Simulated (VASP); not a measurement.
# SnO in VASP: notebook

SnO is run at these levels: PBE+D3(BJ); tasks: single point.

All numbers are computed with VASP 6.6.1; they aren't measurements. Logs are shortened: lines on timing, memory, paths and dates and some standing lists are left out, and cuts for length are marked.

## (1) The cell of the first run

The cell holds a slab with vacuum, 4 atoms: a = 3.821 Å, b = 3.821 Å, c = 22.228 Å, α = 90.00°, β = 90.00°, γ = 90.00°.

## (2) Single point, PBE+D3(BJ)

File INCAR:

```
SYSTEM = SnO
PREC = Accurate
ENCUT = 1000
EDIFF = 1E-6
ISMEAR = 0
SIGMA = 0.05
LREAL = .FALSE.
LASPH = .TRUE.
NELM = 120
ALGO = Normal
ISIF = 2
LWAVE = .FALSE.
LCHARG = .FALSE.
LDIPOL = .TRUE.
IDIPOL = 3
DIPOL = 0.5 0.5 0.256
GGA = PE
IVDW = 12
NBANDS = 28
GGA_COMPAT = .FALSE.
NELMDL = -8
```

File KPOINTS:

```
Automatic mesh
0
G
  7 7 1
  0 0 0
```

File POSCAR:

```
SnO
1.0
    3.8205591864     -0.0000144263      0.0000000000
    0.0000145052      3.8205591864      0.0000000000
    0.0000000000      0.0000000000     22.2281054423
Sn O
2 2
Direct
    0.7499972411      0.2500027589      0.2024464033
    0.2499972411      0.7500027589      0.3088006191
    0.2499972411      0.2500027589      0.2556235112
    0.7499972411      0.7500027589      0.2556235112
```

Potentials or basis: VASP PAW PBE potentials, release 64 (Sn_d, O_h).

On the command line:

```
> cat potpaw_PBE.64/Sn_d/POTCAR potpaw_PBE.64/O_h/POTCAR > POTCAR
> mpirun -np 1 vasp_std > vasp.out
```

OUTCAR:

```text
SYSTEM = SnO
   PREC = Accurate
   ENCUT = 1000
   EDIFF = 1E-6
   ISMEAR = 0
   LREAL = .FALSE.
   LASPH = .TRUE.
   NELM = 120
   ISIF = 2
   GGA = PE
   IVDW = 12
   NELMDL = -8
 IVDW          = 12

 ion  position               nearest neighbor table
   1  0.750  0.250  0.202-   3 2.25   3 2.25   4 2.25   4 2.25   2 3.59   2 3.59   2 3.59   2 3.59

   2  0.250  0.750  0.309-   4 2.25   4 2.25   3 2.25   3 2.25   1 3.59   1 3.59   1 3.59   1 3.59

   3  0.250  0.250  0.256-   1 2.25   1 2.25   2 2.25   2 2.25
   4  0.750  0.750  0.256-   2 2.25   2 2.25   1 2.25   1 2.25

  LATTYP: Found a simple tetragonal cell.
 ALAT       =     3.8205591864
 C/A-ratio  =     5.8180241053

  Lattice vectors:

 A1 = (   3.8205591864,  -0.0000144263,   0.0000000000)
 A2 = (   0.0000145052,   3.8205591864,   0.0000000000)
 A3 = (   0.0000000000,   0.0000000000,  22.2281054423)

Analysis of symmetry for initial positions (statically):
=====================================================================
 Subroutine PRICEL returns:
 Original cell was already a primitive cell.

 Routine SETGRP: Setting up the symmetry group for a
 simple tetragonal supercell.

 Subroutine GETGRP returns: Found 16 space group operations
 (whereof  2 operations were pure point group operations)
 out of a pool of 16 trial point group operations.

The static configuration has the point symmetry C_1h.
 The point group associated with its full space group is D_4h.

Analysis of symmetry for dynamics (positions and initial velocities):
=====================================================================
 Subroutine PRICEL returns:
 Original cell was already a primitive cell.

 Routine SETGRP: Setting up the symmetry group for a
 simple tetragonal supercell.

 Subroutine GETGRP returns: Found 16 space group operations
 (whereof  2 operations were pure point group operations)
 out of a pool of 16 trial point group operations.

The dynamic configuration has the point symmetry C_1h.
 The point group associated with its full space group is D_4h.

 Subroutine INISYM returns: Found 16 space group operations
 (whereof  2 operations are pure point group operations),
 and found     1 'primitive' translations

----------------------------------------------------------------------------------------

                                     Primitive cell

  volume of cell :     324.4564

  direct lattice vectors                    reciprocal lattice vectors
     3.820559186 -0.000014426  0.000000000     0.261741790 -0.000000994  0.000000000
     0.000014505  3.820559186  0.000000000     0.000000988  0.261741790  0.000000000
     0.000000000  0.000000000 22.228105442     0.000000000  0.000000000  0.044988090

  length of vectors
     3.820559186  3.820559186 22.228105442     0.261741790  0.261741790  0.044988090

  position of ions in fractional coordinates (direct lattice)
     0.749997241  0.250002759  0.202446403
     0.249997241  0.750002759  0.308800619
     0.249997241  0.250002759  0.255623511
     0.749997241  0.750002759  0.255623511

  ion indices of the primitive-cell ions
   primitive index   ion index
                 1           1
                 2           2
                 3           3
                 4           4

----------------------------------------------------------------------------------------

 KPOINTS: Automatic mesh

Automatic generation of k-mesh.
 Grid dimensions read from file:
 generate k-points for:    7    7    1

 Generating k-lattice:

  Cartesian coordinates                     Fractional coordinates (reciprocal lattice)
     0.037391684 -0.000000142  0.000000000     0.142857143  0.000000000  0.000000000
     0.000000141  0.037391684  0.000000000     0.000000000  0.142857143  0.000000000
     0.000000000  0.000000000  0.044988090     0.000000000  0.000000000  1.000000000

  Length of vectors
     0.037391684  0.037391684  0.044988090

  Shift w.r.t. Gamma in fractional coordinates (k-lattice)
     0.000000000  0.000000000  0.000000000

 Subroutine IBZKPT returns following result:
 ===========================================

 Found     10 irreducible k-points:

 Following reciprocal coordinates:
            Coordinates               Weight
  0.000000  0.000000  0.000000      1.000000
  0.142857 -0.000000  0.000000      4.000000
  0.285714 -0.000000  0.000000      4.000000
  0.428571  0.000000  0.000000      4.000000
  0.142857  0.142857  0.000000      4.000000
  0.285714  0.142857  0.000000      8.000000
  0.428571  0.142857  0.000000      8.000000
  0.285714  0.285714  0.000000      4.000000
  0.428571  0.285714  0.000000      8.000000
  0.428571  0.428571  0.000000      4.000000
   k-points           NKPTS =     10   k-points in BZ     NKDIM =     10   number of bands    NBANDS=     28
   number of dos      NEDOS =    301   number of ions     NIONS =      4
   total plane-waves  NPLWV = 384000
   dimension x,y,z NGX =    40 NGY =   40 NGZ =  240
   dimension x,y,z NGXF=    80 NGYF=   80 NGZF=  480
   ions per type =               2   2
   NGX,Y,Z   is equivalent  to a cutoff of  17.41, 17.41, 17.95 a.u.
   NGXF,Y,Z  is equivalent  to a cutoff of  34.81, 34.81, 35.90 a.u.
 SYSTEM =  SnO
   PREC   = accura    normal or accurate (medium, high low for compatibility)
   ISTART =      0    job   : 0-new  1-cont  2-samecut
   ICHARG =      2    charge: 1-file 2-atom 10-const
   ISPIN  =      1    spin polarized calculation?
   LNONCOLLINEAR =      F non collinear calculations
   LSORBIT =      F    spin-orbit coupling
   LASPH  =      T    aspherical Exc in radial PAW
   ENCUT  = 1000.0 eV  73.50 Ry    8.57 a.u.   9.85  9.85 57.31*2*pi/ulx,y,z
   NELM   =    120;   NELMIN=  2; NELMDL= -8     # of ELM steps
   EDIFF  = 0.1E-05   stopping-criterion for ELM
   LREAL  =      F    real-space projection
   EDIFFG = 0.1E-04   stopping-criterion for IOM
   NSW    =      0    number of steps for IOM
   IBRION =     -1    ionic relax: 0-MD 1-quasi-New 2-CG
   NFREE  =      0    steps in history (QN), initial steepest desc. (CG)
   ISIF   =      2    stress and relaxation
   ISYM   =      2    0-nonsym 1-usesym 2-fastsym
   POTIM  = 0.5000    time-step for ionic-motion
   TEBEG  =    0.0;   TEEND  =   0.0 temperature during run
   PSTRESS=    0.0 pullay stress
   NELECT =      40.0000    total number of electrons
   NUPDOWN=      -1.0000    fix difference up-down
   EMIN   =  10.00;   EMAX   =-10.00  energy-range for DOS
   EFERMI =   0.00;   METHOD = LEGACY
   ISMEAR =     0;   SIGMA  =   0.05  broadening in eV -4-tet -1-fermi 0-gaus
   EFERMI_NEDOS =   21; number of points for ismear=-14 and -15
   IALGO  =     38    algorithm
   IMIX   =      4    mixing-type and parameters
     AMIX     =   0.40;   BMIX     =  1.00
     AMIX_MAG =   1.60;   BMIX_MAG =  1.00
  volume/ion in A,a.u.               =      81.11       547.38
  Fermi-wavevector in a.u.,A,eV,Ry     =   0.814784  1.539719  9.032550  0.663874
  Thomas-Fermi vector in A             =   1.924754
   LORBIT       =      0    0 simple, 1 ext, 2 COOP (PROOUT), +10 PAW based schemes
   GGA     = PE    functional components
   LHFCALC =     F    Hartree Fock is set to
   AEXX    =    0.0000 exact exchange contribution
   IVDW    =    12    specifies the selected vdW correction
   LEPSILON=     F    determine dielectric tensor
   LRPA    =     F    only Hartree local field effects (RPA)
 non-spin polarized calculation
 Gauss-broadening in eV      SIGMA  =   0.05
  energy-cutoff  :     1000.00
  volume of cell :      324.46
 maximum number of plane-waves:     23356
 NGX is ok and might be reduce to    40
   NGX = 19   NGY = 19   NGZ =115

 dipolmoment           0.000000      0.000000     -0.000001 electrons x Angstroem

 number of electron      39.9999994 magnetization

 dipolmoment           0.000000      0.000000      0.000002 electrons x Angstroem

 Free energy of the ion-electron system (eV)
  ---------------------------------------------------
  ext. energy  EPLUGINS =         0.00000000
  ---------------------------------------------------
  free energy    TOTEN  =       -22.59317821 eV

  energy without entropy =      -22.59317821  energy(sigma->0) =      -22.59317821

 E-fermi :  -2.6641     XC(G=0):  -2.8613

 val. band max:       -2.8909838799   @ k =   0.1429   0.1429   0.0000
 cond. band min:       0.1732599529   @ k =   0.4286   0.4286   0.0000
 fundamental gap:      3.0642438328
 Fermi energy:        -2.6641452984

 k-point     1 :       0.0000    0.0000    0.0000
  band No.  band energies     occupation
      1     -23.4667      2.00000
      2     -23.1074      2.00000
      3     -23.0692      2.00000
      4     -23.0692      2.00000
      5     -23.0541      2.00000
      6     -23.0240      2.00000
[... 20 lines left out ...]
     27       3.0735      0.00000
     28       3.7001      0.00000

 k-point     2 :       0.1429   -0.0000    0.0000
  band No.  band energies     occupation
      1     -23.4578      2.00000
      2     -23.1079      2.00000
      3     -23.0710      2.00000
      4     -23.0683      2.00000
      5     -23.0585      2.00000
      6     -23.0535      2.00000
[... 20 lines left out ...]
     27       3.3350      0.00000
     28       3.4358      0.00000

 k-point     3 :       0.2857   -0.0000    0.0000
  band No.  band energies     occupation
      1     -23.4328      2.00000
      2     -23.2035      2.00000
      3     -23.0754      2.00000
      4     -23.0681      2.00000
      5     -23.0649      2.00000
      6     -23.0644      2.00000
[... 182 lines left out ...]
      3     -23.0722      2.00000
      4     -23.0704      2.00000
      5     -23.0544      2.00000
      6     -23.0526      2.00000
[... 20 lines left out ...]
     27       5.0731      0.00000
     28       5.1164      0.00000

 k-point    10 :       0.4286    0.4286    0.0000
  band No.  band energies     occupation
      1     -23.4074      2.00000
      2     -23.3935      2.00000
      3     -23.0740      2.00000
      4     -23.0733      2.00000
      5     -23.0418      2.00000
      6     -23.0407      2.00000
[... 20 lines left out ...]
     27       4.4762      0.00000
     28       4.4979      0.00000

------------------------ aborting loop because EDIFF is reached ----------------------------------------

 vacuum level on the upper side and lower side of the slab       (xc-potential included)        -0.007        -0.007

 Edisp (eV)   -0.54880

 E8    (eV) :    -0.2481

  FORCE on cell =-STRESS in cart. coord.  units (eV):
  Direction    XX          YY          ZZ          XY          YZ          ZX
  --------------------------------------------------------------------------------------
  -------------------------------------------------------------------------------------
  Total       0.12437     0.12437     0.17360     0.00000     0.00000    -0.00000
  in kB       0.61416     0.61416     0.85726     0.00000     0.00000    -0.00000
  external pressure =        0.70 kB  Pullay stress =        0.00 kB

 VOLUME and BASIS-vectors are now :
 -----------------------------------------------------------------------------
  energy-cutoff  :     1000.00
  volume of cell :      324.46
      direct lattice vectors                 reciprocal lattice vectors
     3.820559186 -0.000014426  0.000000000     0.261741790 -0.000000994  0.000000000
     0.000014505  3.820559186  0.000000000     0.000000988  0.261741790  0.000000000
     0.000000000  0.000000000 22.228105442     0.000000000  0.000000000  0.044988090

 POSITION                                       TOTAL-FORCE (eV/Angst)
 -----------------------------------------------------------------------------------
      2.86541      0.95514      4.50000        -0.000000      0.000000     -0.077935
      0.95514      2.86543      6.86405        -0.000000      0.000000      0.077935
      0.95513      0.95515      5.68203         0.000000     -0.000000      0.000000
      2.86542      2.86542      5.68203         0.000000      0.000000      0.000000
 -----------------------------------------------------------------------------------
    total drift:                                0.000000     -0.000000     -0.000108

  FREE ENERGIE OF THE ION-ELECTRON SYSTEM (eV)
  ---------------------------------------------------
  free  energy   TOTEN  =       -23.1419773993 eV

  energy  without entropy=      -23.1419773993  energy(sigma->0) =      -23.14197740

 vacuum level on the upper side and lower side of the slab         2.505         2.505
```

Wall time 6.2 min (1 thread of Intel Xeon Platinum 8375C at 2.90GHz (Ice Lake), shared host); peak memory 0.86 GiB.

What came out:

```yaml
Free_energy: -23.1420 eV
Largest_force: 0.078 eV/Å
Band_gap_on_the_k_mesh: 3.06 eV (least direct gap 3.14 eV)
Dispersion_energy_per_atom: -0.137 eV
```

Forces on the atoms (eV/Å):
```
Sn   0.000  0.000 -0.078
Sn   0.000  0.000  0.078
O    0.000  0.000  0.000
O    0.000  0.000  0.000
```

Levels at points of the mesh, in eV from the valence-band top:
```tsv
k point	band 16	band 17	band 18	band 19	band 20	band 21	band 22	band 23	band 24	band 25
(0.00, 0.00, 0.00)	-3.70	-2.07	-1.67	-1.67	-0.04	3.10	3.16	5.26	5.27	5.63
```

Caveat: spin-orbit coupling is left out, which moves the levels of the heavy elements.

## (3) Single point, PBE+D3(BJ) (a layer taken out of the bulk)

Edit INCAR of step 2 so:

```diff
@@ -5,3 +5,3 @@
 ISMEAR = 0
-SIGMA = 0.05
+SIGMA = 0.02
 LREAL = .FALSE.
@@ -15,3 +15,3 @@
 IDIPOL = 3
-DIPOL = 0.5 0.5 0.256
+DIPOL = 0.5 0.5 0.500
 GGA = PE
```

File KPOINTS:

```
Automatic mesh
0
G
  6 6 1
  0 0 0
```

File POSCAR:

```
SnO
1.0
    3.8369227244      0.0000000000      0.0000000000
    0.0000290556      3.8369227243      0.0000000000
    0.0000000000      0.0000000000     30.6349243850
Sn O
2 2
Direct
    0.7499904035      0.2500095965      0.4621761398
    0.2499904035      0.7500095965      0.5378238602
    0.2500040677      0.2499959323      0.5000000000
    0.7500040677      0.7499959323      0.5000000000
```

Potentials or basis: VASP PAW PBE potentials, release 64 (Sn_d, O_h).

On the command line:

```
> cat potpaw_PBE.64/Sn_d/POTCAR potpaw_PBE.64/O_h/POTCAR > POTCAR
> mpirun -np 1 vasp_std > vasp.out
```

Run time: 12 min. Hardware: 1 thread of Intel Xeon Platinum 8488C (Sapphire Rapids), shared host; peak memory 1.1 GiB.

The run converged. Its results:

- Free energy: -23.1318 eV
- Largest force: 0.403 eV/Å
- Band gap on the k mesh: 2.97 eV (least direct gap 3.01 eV)
- Dispersion energy per atom: -0.136 eV

Forces in eV/Å, atoms in the order of the input:
```
Sn   0.000  0.000 -0.403
Sn   0.000  0.000  0.403
O    0.000  0.000  0.000
O    0.000  0.000  0.000
```

Levels at points of the mesh, in eV from the valence-band top:
| k point | band 17 | band 18 | band 19 | band 20 | band 21 | band 22 | band 23 | band 24 |
| --- | --- | --- | --- | --- | --- | --- | --- | --- |
| (0.00, 0.00, 0.00) | -2.17 | -1.86 | -1.86 | -0.04 | 2.97 | 3.00 | 5.18 | 5.24 |
| (0.50, 0.00, 0.00) | -3.47 | -3.47 | -0.53 | -0.53 | 3.23 | 3.23 | 5.69 | 5.69 |
| (0.50, 0.50, 0.00) | -1.20 | -1.20 | -0.68 | -0.68 | 3.13 | 3.13 | 5.25 | 5.25 |

Caveat: the cell differs from its parent crystal (a layer taken out of the bulk); spin-orbit coupling is left out, which moves the levels of the heavy elements.
